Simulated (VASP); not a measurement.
# TiO2 (P4_2/mnm) in VASP: further runs, part 2 of 3

VASP 6.6.1.

## 3. Single point, PBEsol

File INCAR:

```
PREC = Accurate ; ENCUT = 520
EDIFF = 1E-6 ; ISMEAR = 0
SIGMA = 0.01 ; LREAL = False
LASPH = True ; NELM = 60
ALGO = Normal ; ISIF = 2
LWAVE = False ; LCHARG = True
GGA = PS ; LELF = True
LVHAR = True ; NBANDS = 33
```

File KPOINTS:

```
Automatic mesh
0
Gamma
  6 6 8
```

File POSCAR:

```
TiO2
1.0
    4.5912577569      0.0000000000      0.0000000000
    0.0000000000      4.5912577569      0.0000000000
    0.0000000000      0.0000000000      2.9389898555
Ti O
2 4
Direct
    0.0000000000      0.0000000000      0.0000000000
    0.5000000000      0.5000000000      0.5000000000
    0.3044381815      0.3044381815      0.0000000000
    0.1955618185      0.8044381815      0.5000000000
    0.6955618185      0.6955618185      0.0000000000
    0.8044381815      0.1955618185      0.5000000000
```

Potentials or basis: VASP PAW PBE potentials, release 64 (Ti_sv, O).

The run is started by

```console
cat potpaw_PBE.64/Ti_sv/POTCAR potpaw_PBE.64/O/POTCAR > POTCAR
mpirun -np 1 vasp_std > vasp.out
```

OUTCAR:

```text
PREC = Accurate
   ENCUT = 520
   EDIFF = 1E-6
   ISMEAR = 0
   LREAL = False
   LASPH = True
   NELM = 60
   ISIF = 2
   GGA = PS

 ion  position               nearest neighbor table
   1  0.000  0.000  0.000-   4 1.94   6 1.94   4 1.94   6 1.94   5 1.98   3 1.98
   2  0.500  0.500  0.500-   3 1.94   5 1.94   3 1.94   5 1.94   4 1.98   6 1.98
   3  0.304  0.304  0.000-   2 1.94   2 1.94   1 1.98
   4  0.196  0.804  0.500-   1 1.94   1 1.94   2 1.98
   5  0.696  0.696  0.000-   2 1.94   2 1.94   1 1.98
   6  0.804  0.196  0.500-   1 1.94   1 1.94   2 1.98

  LATTYP: Found a simple tetragonal cell.
 ALAT       =     4.5912577569
 C/A-ratio  =     0.6401273923

  Lattice vectors:

 A1 = (   4.5912577569,   0.0000000000,   0.0000000000)
 A2 = (   0.0000000000,   4.5912577569,   0.0000000000)
 A3 = (   0.0000000000,   0.0000000000,   2.9389898555)

Analysis of symmetry for initial positions (statically):
=====================================================================
 Subroutine PRICEL returns:
 Original cell was already a primitive cell.

 Routine SETGRP: Setting up the symmetry group for a
 simple tetragonal supercell.

 Subroutine GETGRP returns: Found 16 space group operations
 (whereof  8 operations were pure point group operations)
 out of a pool of 16 trial point group operations.

The static configuration has the point symmetry D_2h.
 The point group associated with its full space group is D_4h.

Analysis of symmetry for dynamics (positions and initial velocities):
=====================================================================
 Subroutine PRICEL returns:
 Original cell was already a primitive cell.

 Routine SETGRP: Setting up the symmetry group for a
 simple tetragonal supercell.

 Subroutine GETGRP returns: Found 16 space group operations
 (whereof  8 operations were pure point group operations)
 out of a pool of 16 trial point group operations.
[... 131 lines left out ...]
  volume/ion in A,a.u.               =      10.33        69.68
  Fermi-wavevector in a.u.,A,eV,Ry     =   1.503608  2.841408 30.760574  2.260838
  Thomas-Fermi vector in A             =   2.614696
   LORBIT       =      0    0 simple, 1 ext, 2 COOP (PROOUT), +10 PAW based schemes
   GGA     = PS    functional components
   LHFCALC =     F    Hartree Fock is set to
   AEXX    =    0.0000 exact exchange contribution
   IVDW    =     0    specifies the selected vdW correction
   LEPSILON=     F    determine dielectric tensor
   LRPA    =     F    only Hartree local field effects (RPA)
 non-spin polarized calculation
 Gauss-broadening in eV      SIGMA  =   0.01
  energy-cutoff  :      520.00
  volume of cell :       61.95
 maximum number of plane-waves:      1696
 NGX is ok and might be reduce to    36
   NGX = 17   NGY = 17   NGZ = 11

 number of electron      48.0000020 magnetization

 Free energy of the ion-electron system (eV)
  ---------------------------------------------------
  ext. energy  EPLUGINS =         0.00000000
  ---------------------------------------------------
  free energy    TOTEN  =       -56.09835468 eV

  energy without entropy =      -56.09835468  energy(sigma->0) =      -56.09835468

 E-fermi :   5.0038     XC(G=0): -11.7427

 val. band max:        4.8010289253   @ k =   0.0000   0.0000   0.0000
 cond. band min:       6.6420860382   @ k =   0.0000   0.0000   0.0000
 fundamental gap:      1.8410571129
 Fermi energy:         5.0038343025

 k-point     1 :       0.0000    0.0000    0.0000
  band No.  band energies     occupation
      1     -51.8218      2.00000
      2     -51.8034      2.00000
      3     -28.2525      2.00000
      4     -28.2525      2.00000
      5     -28.0779      2.00000
      6     -28.0779      2.00000
[... 853 lines left out ...]
     32      10.0263      0.00000
     33      11.5368      0.00000

 [... further k-points ...]

------------------------ aborting loop because EDIFF is reached ----------------------------------------

  FORCE on cell =-STRESS in cart. coord.  units (eV):
  Direction    XX          YY          ZZ          XY          YZ          ZX
  --------------------------------------------------------------------------------------
  -------------------------------------------------------------------------------------
  Total        0.2306050      0.2306050      0.3469741      0.0000000      0.0000000      0.0000000
  in kB        5.9637285      5.9637285      8.9731770      0.0000000      0.0000000      0.0000000
  external PRESSURE =       6.9668780 kB  Pullay stress =       0.0000000 kB

 VOLUME and BASIS-vectors are now :
 -----------------------------------------------------------------------------
  energy-cutoff  :      520.00
  volume of cell :       61.95
      direct lattice vectors                 reciprocal lattice vectors
     4.591257757  0.000000000  0.000000000     0.217805241  0.000000000  0.000000000
     0.000000000  4.591257757  0.000000000     0.000000000  0.217805241  0.000000000
     0.000000000  0.000000000  2.938989856     0.000000000  0.000000000  0.340252961

 POSITION                                       TOTAL-FORCE (eV/Angst)
 -----------------------------------------------------------------------------------
      0.00000      0.00000      0.00000         0.000000      0.000000      0.000000
      2.29563      2.29563      1.46949         0.000000      0.000000      0.000000
      1.39775      1.39775      0.00000        -0.017522     -0.017522      0.000000
      0.89787      3.69338      1.46949         0.017522     -0.017522      0.000000
      3.19350      3.19350      0.00000         0.017522      0.017522     -0.000000
      3.69338      0.89787      1.46949        -0.017522      0.017522     -0.000000
 -----------------------------------------------------------------------------------
    total drift:                                0.000000      0.000000      0.000000

  FREE ENERGIE OF THE ION-ELECTRON SYSTEM (eV)
  ---------------------------------------------------
  free  energy   TOTEN  =       -56.0983546822 eV

  energy  without entropy=      -56.0983546822  energy(sigma->0) =      -56.09835468
```

stdout:

```text
POSCAR found type information on POSCAR TiO
 POSCAR found :  2 types and       6 ions
 scaLAPACK will be used
 -----------------------------------------------------------------------------
|                                                                             |
|                                                                             |
|     You enforced a specific xc type in the INCAR file but a different       |
|     I HOPE YOU KNOW WHAT YOU ARE DOING!                                     |
|                                                                             |
 -----------------------------------------------------------------------------

 LDA part: xc-table for (Slater+PW92), standard interpolation
 POSCAR, INCAR and KPOINTS ok, starting setup
 FFT: planning ... GRIDC
 FFT: planning ... GRID_SOFT
 FFT: planning ... GRID
 WAVECAR not read
 entering main loop
```

It took 35 s on 1 thread of Intel Xeon 6975P-C (Granite Rapids), shared host; peak memory 0.22 GiB.

What came out:

* Free energy: -56.0984 eV
* Pressure: 0.7 GPa
* Largest force: 0.025 eV/Å
* Band gap on the k mesh: 1.84 eV

Forces on the atoms (eV/Å):
```
Ti   0.000  0.000  0.000
Ti   0.000  0.000  0.000
O   -0.018 -0.018  0.000
O    0.018 -0.018  0.000
O    0.018  0.018  0.000
O   -0.018  0.018  0.000
```

Stress tensor (GPa, compression positive):
```
0.60 0.00 0.00
0.00 0.60 0.00
0.00 0.00 0.90
```

Caveat: the PAW data sets were made with another functional, which shifts forces and pressure a little.

## 4. Single point, PBEsol

This run uses another cell than the first one, of 10.42 Å³/atom.

File INCAR:

```
SYSTEM = TiO2
PREC = Accurate ; ENCUT = 520
EDIFF = 1E-6 ; ISMEAR = 0
SIGMA = 0.01 ; LREAL = .False.
LASPH = .True. ; NELM = 80
ALGO = Normal ; ISIF = 2
LWAVE = .False. ; LCHARG = .True.
GGA = PS ; LELF = .True.
LVHAR = .True. ; NBANDS = 33
```

File KPOINTS:

```
Automatic mesh
0
Gamma
  6 6 8
  0 0 0
```

File POSCAR:

```
TiO2
1.0
    4.6085221080      0.0000000000      0.0000000000
    0.0000000000      4.6085221080      0.0000000000
    0.0000000000      0.0000000000      2.9438105212
Ti O
2 4
Direct
    0.0000000000      0.0000000000      0.0000000000
    0.5000000000      0.5000000000      0.5000000000
    0.3047891046      0.3047891046      0.0000000000
    0.1952108954      0.8047891046      0.5000000000
    0.6952108954      0.6952108954      0.0000000000
    0.8047891046      0.1952108954      0.5000000000
```

The run is started by

```console
cat potpaw_PBE.64/Ti_sv/POTCAR potpaw_PBE.64/O/POTCAR > POTCAR
mpirun -np 1 vasp_std > vasp.out
```

Wall time 65 s (1 thread of Intel Xeon Platinum 8488C (Sapphire Rapids), shared host); peak memory 0.22 GiB.

It converged, with:

```
Free energy            : -56.0976 eV
Pressure               : -1.4 GPa
Largest force          : 0.026 eV/Å
Band gap on the k mesh : 1.84 eV
```

Forces on the atoms (eV/Å):
```
Ti   0.000  0.000  0.000
Ti   0.000  0.000  0.000
O   -0.018 -0.018  0.000
O    0.018 -0.018  0.000
O    0.018  0.018  0.000
O   -0.018  0.018  0.000
```

Stress tensor (GPa, compression positive):
```
-1.48  0.00  0.00
 0.00 -1.48  0.00
 0.00  0.00 -1.16
```

Levels at points of the mesh, in eV from the valence-band top:
| k point | band 22 | band 23 | band 24 | band 25 | band 26 | band 27 |
| --- | --- | --- | --- | --- | --- | --- |
| (0.00, 0.00, 0.00) | -0.44 | -0.44 | 0.00 | 1.84 | 2.12 | 2.42 |
| (0.50, 0.00, 0.00) | -1.60 | -0.75 | -0.75 | 2.51 | 2.51 | 3.02 |
| (0.50, 0.50, 0.00) | -1.27 | -1.07 | -1.07 | 1.87 | 1.87 | 2.53 |
| (0.00, 0.00, 0.50) | -2.37 | -1.44 | -1.44 | 2.96 | 2.96 | 3.22 |
| (0.50, 0.00, 0.50) | -2.06 | -1.03 | -1.03 | 1.88 | 1.88 | 3.24 |
| (0.50, 0.50, 0.50) | -1.28 | -0.68 | -0.68 | 2.58 | 2.58 | 3.20 |

Caveat: the PAW data sets were made with another functional, which shifts forces and pressure a little. A k mesh can miss the band edges.

(Part 2 of 3 ends here.)
